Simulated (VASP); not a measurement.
# MgO (Ama2) in VASP: further runs, part 2 of 2

VASP 6.6.1.

## Step 3: Single point, PBE (mode 8 frozen in at -0.045 Å, strain +e along z and -e/2 along x and y -0.0700)

The input, INCAR:

```
SYSTEM = MgO
PREC = Accurate
ENCUT = 520
EDIFF = 1E-6
ISMEAR = 0
SIGMA = 0.05
LREAL = .FALSE.
LASPH = .TRUE.
NELM = 60
ALGO = Normal
ISIF = 2
LWAVE = .FALSE.
LCHARG = .FALSE.
GGA = PE
NBANDS = 16
```

The input, KPOINTS:

```
regular mesh
0
G
  9 9 6
  0 0 0
```

The input, POSCAR:

```
MgO
1.0
    3.6445625691      0.0000000000      0.0000000000
   -1.8222812846      3.1562837705      0.0000000000
    0.0000000000      0.0000000000      3.9426256573
Mg O
2 2
Direct
    0.6750787713      0.3333333333      0.7500000000
    0.3417454380      0.6666666667      0.2500000000
    0.6538873553      0.3333333333      0.2500000000
    0.3205540219      0.6666666667      0.7500000000
```

Potentials or basis: VASP PAW PBE potentials, release 64 (Mg, O).

On the command line:

```
cat potpaw_PBE.64/Mg/POTCAR potpaw_PBE.64/O/POTCAR > POTCAR
mpirun -np 1 vasp_std > vasp.out
```

OUTCAR:

```text
SYSTEM = MgO
   PREC = Accurate
   ENCUT = 520
   EDIFF = 1E-6
   ISMEAR = 0
   LREAL = .FALSE.
   LASPH = .TRUE.
   NELM = 60
   ISIF = 2
   GGA = PE

 ion  position               nearest neighbor table
   1  0.675  0.333  0.750-   3 1.97   3 1.97   4 2.04   4 2.11   4 2.17   2 2.88   2 2.88   2 2.88
                             2 2.88   2 2.88   2 2.88
   2  0.342  0.667  0.250-   4 1.97   4 1.97   3 2.04   3 2.11   3 2.17   1 2.88   1 2.88   1 2.88
                             1 2.88   1 2.88   1 2.88
   3  0.654  0.333  0.250-   1 1.97   1 1.97   2 2.04   2 2.11   2 2.17
   4  0.321  0.667  0.750-   2 1.97   2 1.97   1 2.04   1 2.11   1 2.17

  LATTYP: Found a hexagonal cell.
 ALAT       =     3.6445625691
 C/A-ratio  =     1.0817829527

  Lattice vectors:

 A1 = (   3.6445625691,   0.0000000000,   0.0000000000)
 A2 = (  -1.8222812846,   3.1562837705,   0.0000000000)
 A3 = (   0.0000000000,   0.0000000000,   3.9426256573)

Analysis of symmetry for initial positions (statically):
=====================================================================
 Subroutine PRICEL returns:
 Original cell was already a primitive cell.

 Routine SETGRP: Setting up the symmetry group for a
 hexagonal supercell.

 Subroutine GETGRP returns: Found  4 space group operations
 (whereof  2 operations were pure point group operations)
 out of a pool of 24 trial point group operations.

The static configuration has the point symmetry C_2 .
 The point group associated with its full space group is C_2v.

Analysis of symmetry for dynamics (positions and initial velocities):
=====================================================================
 Subroutine PRICEL returns:
 Original cell was already a primitive cell.

 Routine SETGRP: Setting up the symmetry group for a
 hexagonal supercell.

 Subroutine GETGRP returns: Found  4 space group operations
 (whereof  2 operations were pure point group operations)
 out of a pool of 24 trial point group operations.

The dynamic configuration has the point symmetry C_2 .
 The point group associated with its full space group is C_2v.

 Subroutine INISYM returns: Found  4 space group operations
 (whereof  2 operations are pure point group operations),
 and found     1 'primitive' translations

----------------------------------------------------------------------------------------

                                     Primitive cell

  volume of cell :      45.3531

  direct lattice vectors                    reciprocal lattice vectors
     3.644562569  0.000000000  0.000000000     0.274381351  0.158414147  0.000000000
    -1.822281285  3.156283770  0.000000000     0.000000000  0.316828293  0.000000000
     0.000000000  0.000000000  3.942625657     0.000000000  0.000000000  0.253638080

  length of vectors
     3.644562569  3.644562569  3.942625657     0.316828293  0.316828293  0.253638080

  position of ions in fractional coordinates (direct lattice)
     0.675078771  0.333333333  0.750000000
     0.341745438  0.666666667  0.250000000
     0.653887355  0.333333333  0.250000000
     0.320554022  0.666666667  0.750000000

  ion indices of the primitive-cell ions
   primitive index   ion index
                 1           1
                 2           2
                 3           3
                 4           4

----------------------------------------------------------------------------------------

 KPOINTS: regular mesh

Automatic generation of k-mesh.
 Grid dimensions read from file:
 generate k-points for:    9    9    6

 Generating k-lattice:

  Cartesian coordinates                     Fractional coordinates (reciprocal lattice)
     0.030486817  0.017601572  0.000000000     0.111111111  0.000000000  0.000000000
     0.000000000  0.035203144  0.000000000     0.000000000  0.111111111  0.000000000
     0.000000000  0.000000000  0.042273013     0.000000000  0.000000000  0.166666667

  Length of vectors
     0.035203144  0.035203144  0.042273013

  Shift w.r.t. Gamma in fractional coordinates (k-lattice)
     0.000000000  0.000000000  0.000000000

 Subroutine IBZKPT returns following result:
 ===========================================

 Found    100 irreducible k-points:

 Following reciprocal coordinates:
            Coordinates               Weight
  0.000000  0.000000  0.000000      1.000000
  0.111111 -0.000000  0.000000      4.000000
  0.000000  0.111111  0.000000      2.000000
  0.222222 -0.000000  0.000000      4.000000
  0.000000  0.222222  0.000000      2.000000
  0.333333  0.000000  0.000000      4.000000
[... 16 lines left out ...]
 -0.222222 -0.444444  0.000000      4.000000
  0.444444  0.333333  0.000000      4.000000
 [... further k-points ...]
   k-points           NKPTS =    100   k-points in BZ     NKDIM =    100   number of bands    NBANDS=     16
   number of dos      NEDOS =    301   number of ions     NIONS =      4
   total plane-waves  NPLWV =  23520
   dimension x,y,z NGX =    28 NGY =   28 NGZ =   30
   dimension x,y,z NGXF=    56 NGYF=   56 NGZF=   60
   ions per type =               2   2
   NGX,Y,Z   is equivalent  to a cutoff of  12.77, 12.77, 12.65 a.u.
   NGXF,Y,Z  is equivalent  to a cutoff of  25.54, 25.54, 25.30 a.u.
 SYSTEM =  MgO
   PREC   = accura    normal or accurate (medium, high low for compatibility)
   ISTART =      0    job   : 0-new  1-cont  2-samecut
   ICHARG =      2    charge: 1-file 2-atom 10-const
   ISPIN  =      1    spin polarized calculation?
   LNONCOLLINEAR =      F non collinear calculations
   LSORBIT =      F    spin-orbit coupling
   LASPH  =      T    aspherical Exc in radial PAW
   ENCUT  =  520.0 eV  38.22 Ry    6.18 a.u.   6.78  6.78  7.33*2*pi/ulx,y,z
   NELM   =     60;   NELMIN=  2; NELMDL= -5     # of ELM steps
   EDIFF  = 0.1E-05   stopping-criterion for ELM
   LREAL  =      F    real-space projection
   EDIFFG = 0.1E-04   stopping-criterion for IOM
   NSW    =      0    number of steps for IOM
   IBRION =     -1    ionic relax: 0-MD 1-quasi-New 2-CG
   NFREE  =      0    steps in history (QN), initial steepest desc. (CG)
   ISIF   =      2    stress and relaxation
   ISYM   =      2    0-nonsym 1-usesym 2-fastsym
   POTIM  = 0.5000    time-step for ionic-motion
   TEBEG  =    0.0;   TEEND  =   0.0 temperature during run
   PSTRESS=    0.0 pullay stress
   NELECT =      16.0000    total number of electrons
   NUPDOWN=      -1.0000    fix difference up-down
   EMIN   =  10.00;   EMAX   =-10.00  energy-range for DOS
   EFERMI =   0.00;   METHOD = LEGACY
   ISMEAR =     0;   SIGMA  =   0.05  broadening in eV -4-tet -1-fermi 0-gaus
   EFERMI_NEDOS =   21; number of points for ismear=-14 and -15
   IALGO  =     38    algorithm
   IMIX   =      4    mixing-type and parameters
     AMIX     =   0.40;   BMIX     =  1.00
     AMIX_MAG =   1.60;   BMIX_MAG =  1.00
  volume/ion in A,a.u.               =      11.34        76.51
  Fermi-wavevector in a.u.,A,eV,Ry     =   1.156767  2.185972 18.206085  1.338109
  Thomas-Fermi vector in A             =   2.293384
   LORBIT       =      0    0 simple, 1 ext, 2 COOP (PROOUT), +10 PAW based schemes
   GGA     = PE    functional components
   LHFCALC =     F    Hartree Fock is set to
   AEXX    =    0.0000 exact exchange contribution
   IVDW    =     0    specifies the selected vdW correction
   LEPSILON=     F    determine dielectric tensor
   LRPA    =     F    only Hartree local field effects (RPA)
 non-spin polarized calculation
 Gauss-broadening in eV      SIGMA  =   0.05
  energy-cutoff  :      520.00
  volume of cell :       45.35
 maximum number of plane-waves:      1239
   NGX = 13   NGY = 13   NGZ = 15

 number of electron      16.0000000 magnetization

 Free energy of the ion-electron system (eV)
  ---------------------------------------------------
  ext. energy  EPLUGINS =         0.00000000
  ---------------------------------------------------
  free energy    TOTEN  =       -23.44960092 eV

  energy without entropy =      -23.44960092  energy(sigma->0) =      -23.44960092

 E-fermi :   1.8424     XC(G=0):  -9.8935

 val. band max:        1.5884148854   @ k =   0.0000   0.0000   0.0000
 cond. band min:       5.0088530198   @ k =   0.0000   0.0000   0.0000
 fundamental gap:      3.4204381345
 Fermi energy:         1.8424491311

 k-point     1 :       0.0000    0.0000    0.0000
  band No.  band energies     occupation
      1     -15.0817      2.00000
      2     -13.6285      2.00000
      3      -1.5407      2.00000
      4      -0.0874      2.00000
      5      -0.0841      2.00000
      6       1.1059      2.00000
[... 433 lines left out ...]
      3      -1.7356      2.00000
      4      -0.4902      2.00000
      5      -0.3499      2.00000
      6       0.0218      2.00000
[... 8 lines left out ...]
     15      16.1337      0.00000
     16      16.7566      0.00000

 [... further k-points ...]
[... 5 lines left out ...]
  --------------------------------------------------------------------------------------
  -------------------------------------------------------------------------------------
  Total       -0.7786742     -0.9125157      4.9617345      0.0000000      0.0000000      0.0000000
  in kB      -27.5080242    -32.2362056    175.2819131      0.0000000      0.0000000      0.0000000
  external PRESSURE =      38.5125611 kB  Pullay stress =       0.0000000 kB

 VOLUME and BASIS-vectors are now :
 -----------------------------------------------------------------------------
  energy-cutoff  :      520.00
  volume of cell :       45.35
      direct lattice vectors                 reciprocal lattice vectors
     3.644562569  0.000000000  0.000000000     0.274381351  0.158414147  0.000000000
    -1.822281285  3.156283770  0.000000000     0.000000000  0.316828293  0.000000000
     0.000000000  0.000000000  3.942625657     0.000000000  0.000000000  0.253638080

 POSITION                                       TOTAL-FORCE (eV/Angst)
 -----------------------------------------------------------------------------------
      1.85294      1.05209      2.95697        -0.387078     -0.051310     -0.000000
      0.03066      2.10419      0.98566        -0.387078      0.051310     -0.000000
      1.77571      1.05209      0.98566         0.387078     -0.053895      0.000000
     -0.04658      2.10419      2.95697         0.387078      0.053895     -0.000000
 -----------------------------------------------------------------------------------
    total drift:                               -0.000266      0.000003     -0.000000

  FREE ENERGIE OF THE ION-ELECTRON SYSTEM (eV)
  ---------------------------------------------------
  free  energy   TOTEN  =       -23.4496009247 eV

  energy  without entropy=      -23.4496009247  energy(sigma->0) =      -23.44960092
```

It took 1.8 min on 1 thread of Intel Xeon 8259CL, shared host; peak memory 0.2 GiB.

What came out:

```
Free energy            : -23.4496 eV
Pressure               : 3.9 GPa
Largest force          : 0.391 eV/Å
Band gap on the k mesh : 3.42 eV, direct
```

Forces in eV/Å, atoms in the order of the input:
```
Mg  -0.387 -0.051  0.000
Mg  -0.387  0.051  0.000
O    0.387 -0.054  0.000
O    0.387  0.054  0.000
```

Caveat: the cell differs from its parent crystal (mode 8 frozen in at -0.045 Å, strain +e along z and -e/2 along x and y -0.0700).

## Step 4: Single point, PBE (mode 8 frozen in at -0.015 Å, strain +e along z and -e/2 along x and y +0.0233)

The input, INCAR:

```
PREC = Accurate ; ENCUT = 520
EDIFF = 1E-7 ; ISMEAR = 0
SIGMA = 0.05 ; LREAL = False
LASPH = True ; NELM = 60
ALGO = Normal ; ISIF = 2
LWAVE = False ; LCHARG = False
GGA = PE ; NBANDS = 16
```

The input, KPOINTS:

```
Automatic mesh
0
Gamma
  9 9 6
```

The input, POSCAR:

```
MgO
1.0
    3.4802931548      0.0000000000      0.0000000000
   -1.7401465774      3.0140222847      0.0000000000
    0.0000000000      0.0000000000      4.3381600378
Mg O
2 2
Direct
    0.6694707015      0.3333333333      0.7500000000
    0.3361373682      0.6666666667      0.2500000000
    0.6624068962      0.3333333333      0.2500000000
    0.3290735629      0.6666666667      0.7500000000
```

On the command line:

```
cat potpaw_PBE.64/Mg/POTCAR potpaw_PBE.64/O/POTCAR > POTCAR
mpirun -np 1 vasp_std > vasp.out
```

Run time: 1.7 min. Hardware: 1 thread of Intel Xeon 8259CL, shared host; peak memory 0.21 GiB.

Results (log left out):

| Item | Value |
| --- | --- |
| Free energy | -23.6518 eV |
| Pressure | -0.3 GPa |
| Largest force | 0.229 eV/Å |
| Band gap on the k mesh | 3.21 eV, direct |

Forces on the atoms (eV/Å):
```
Mg  -0.229 -0.009  0.000
Mg  -0.229  0.009  0.000
O    0.229 -0.009  0.000
O    0.229  0.009  0.000
```

Stress tensor (GPa, compression positive):
```
 1.47  0.00  0.00
 0.00  1.41  0.00
 0.00  0.00 -3.81
```

Levels at points of the mesh, in eV from the valence-band top:
| k point | band 4 | band 5 | band 6 | band 7 | band 8 | band 9 | band 10 | band 11 | band 12 | band 13 |
| --- | --- | --- | --- | --- | --- | --- | --- | --- | --- | --- |
| (0.00, 0.00, 0.00) | -1.67 | -1.67 | -0.86 | -0.86 | 0.00 | 3.21 | 9.04 | 11.59 | 12.53 | 12.53 |
| (0.00, 0.00, 0.50) | -2.39 | -1.30 | -1.30 | -1.25 | -1.25 | 6.20 | 6.20 | 12.88 | 12.88 | 12.91 |

Caveat: the cell differs from its parent crystal (mode 8 frozen in at -0.015 Å, strain +e along z and -e/2 along x and y +0.0233).

## Step 5: Single point, PBE (mode 8 frozen in at -0.060 Å, strain +e along z and -e/2 along x and y +0.0000)

The input, INCAR:

```
  PREC = Accurate
  ENCUT = 520
  EDIFF = 1E-6
  ISMEAR = 0
  SIGMA = 0.05
  LREAL = False
  LASPH = True
  NELM = 60
  ALGO = Normal
  ISIF = 2
  LWAVE = False
  LCHARG = False
  GGA = PE
  NBANDS = 16
```

KPOINTS is that of step 4.

The input, POSCAR:

```
MgO
1.0
    3.5213164919      0.0000000000      0.0000000000
   -1.7606582460      3.0495495368      0.0000000000
    0.0000000000      0.0000000000      4.2393824272
Mg O
2 2
Direct
    0.6778828062      0.3333333333      0.7500000000
    0.3445494728      0.6666666667      0.2500000000
    0.6496275848      0.3333333333      0.2500000000
    0.3162942515      0.6666666667      0.7500000000
```

On the command line:

```
cat potpaw_PBE.64/Mg/POTCAR potpaw_PBE.64/O/POTCAR > POTCAR
mpirun -np 1 vasp_std > vasp.out
```

It took 94 s on 1 thread of Intel Xeon 8259CL, shared host; peak memory 0.21 GiB.

It converged, with:

| Item | Value |
| --- | --- |
| Free energy | -23.5936 eV |
| Pressure | 0.2 GPa |
| Largest force | 0.843 eV/Å |
| Band gap on the k mesh | 3.25 eV, direct |

Forces on the atoms (eV/Å):
```
Mg  -0.831 -0.137  0.000
Mg  -0.831  0.137  0.000
O    0.831 -0.139  0.000
O    0.831  0.139  0.000
```

Stress tensor (GPa, compression positive):
```
 1.21  0.00  0.00
 0.00  0.22  0.00
 0.00  0.00 -0.86
```

Levels at points of the mesh, in eV from the valence-band top:
```tsv
k point	band 6	band 7	band 8	band 9	band 10	band 11
(0.00, 0.00, 0.00)	-0.76	-0.76	0.00	3.25	9.15	11.93
(0.00, 0.00, 0.50)	-1.32	-1.14	-1.14	6.27	6.27	12.62
```

Caveat: the cell differs from its parent crystal (mode 8 frozen in at -0.060 Å, strain +e along z and -e/2 along x and y +0.0000).

## Step 6: Single point, PBE (mode 8 frozen in at -0.045 Å, strain +e along z and -e/2 along x and y -0.0467)

The input, INCAR:

```
SYSTEM = MgO
PREC     = Accurate       ! precision mode
ENCUT    = 520            ! plane-wave cutoff, eV
EDIFF    = 1E-7           ! SCF threshold, eV
ISMEAR   = 0              ! smearing method
SIGMA    = 0.05           ! smearing width, eV
LREAL    = .FALSE.        ! projectors in reciprocal space
LASPH    = .TRUE.         ! aspherical terms in the spheres
NELM     = 60             ! most SCF steps
ALGO     = Normal         ! electronic algorithm
ISIF     = 2              ! what is computed and relaxed
LWAVE    = .FALSE.        ! write WAVECAR
LCHARG   = .FALSE.        ! write CHGCAR
GGA      = PE             ! functional
NBANDS   = 16             ! bands
```

The input, KPOINTS:

```
regular mesh
0
G
  9 9 6
  0 0 0
```

The input, POSCAR:

```
MgO
1.0
    3.6035392320      0.0000000000      0.0000000000
   -1.8017696160      3.1207565184      0.0000000000
    0.0000000000      0.0000000000      4.0414032678
Mg O
2 2
Direct
    0.6750787713      0.3333333333      0.7500000000
    0.3417454380      0.6666666667      0.2500000000
    0.6538873553      0.3333333333      0.2500000000
    0.3205540219      0.6666666667      0.7500000000
```

Potentials or basis: VASP PAW PBE potentials, release 64 (Mg, O).

On the command line:

```
cat potpaw_PBE.64/Mg/POTCAR potpaw_PBE.64/O/POTCAR > POTCAR
mpirun -np 1 vasp_std > vasp.out
```

Wall time 1.8 min (1 thread of Intel Xeon 8259CL, shared host); peak memory 0.21 GiB.

It converged, with:

| Property | Result |
| --- | --- |
| Free energy | -23.5607 eV |
| Pressure | 1.6 GPa |
| Largest force | 0.468 eV/Å |
| Band gap on the k mesh | 3.36 eV, direct |

Forces on the atoms (eV/Å):
```
Mg  -0.464 -0.059  0.000
Mg  -0.464  0.059  0.000
O    0.464 -0.061  0.000
O    0.464  0.061  0.000
```

Stress tensor (GPa, compression positive):
```
-2.09  0.00  0.00
 0.00 -2.59  0.00
 0.00  0.00  9.55
```

Levels at points of the mesh, in eV from the valence-band top:
```tsv
k point	band 6	band 7	band 8	band 9	band 10	band 11
(0.00, 0.00, 0.00)	-0.58	-0.58	0.00	3.36	9.59	12.03
(0.00, 0.00, 0.50)	-1.21	-1.07	-1.07	6.45	6.45	12.32
```

Caveat: the cell differs from its parent crystal (mode 8 frozen in at -0.045 Å, strain +e along z and -e/2 along x and y -0.0467).

## Step 7: The runs side by side

```csv
cell,gap on the mesh (eV),pressure (GPa),largest force (eV/Å)
"a = 3.562, b = 3.562, c = 4.141 Å, angles 90.0, 90.0, 120.0°, 4 atoms",3.31,0.3,0.54
"a = 3.645, b = 3.645, c = 3.943 Å, angles 90.0, 90.0, 120.0°, 4 atoms",3.42,3.9,0.39
"a = 3.480, b = 3.480, c = 4.338 Å, angles 90.0, 90.0, 120.0°, 4 atoms",3.21,-0.3,0.23
"a = 3.521, b = 3.521, c = 4.239 Å, angles 90.0, 90.0, 120.0°, 4 atoms",3.25,0.2,0.84
"a = 3.604, b = 3.604, c = 4.041 Å, angles 90.0, 90.0, 120.0°, 4 atoms",3.36,1.6,0.47
```

Alike in all rows: task single point; level PBE; potentials or basis VASP PAW PBE potentials, release 64 (Mg, O); no spin polarisation; k mesh 9 × 9 × 6; cutoff (eV) 520; smearing gaussian 0.05 eV.

Absolute energies hang on the potentials; compare differences alone.
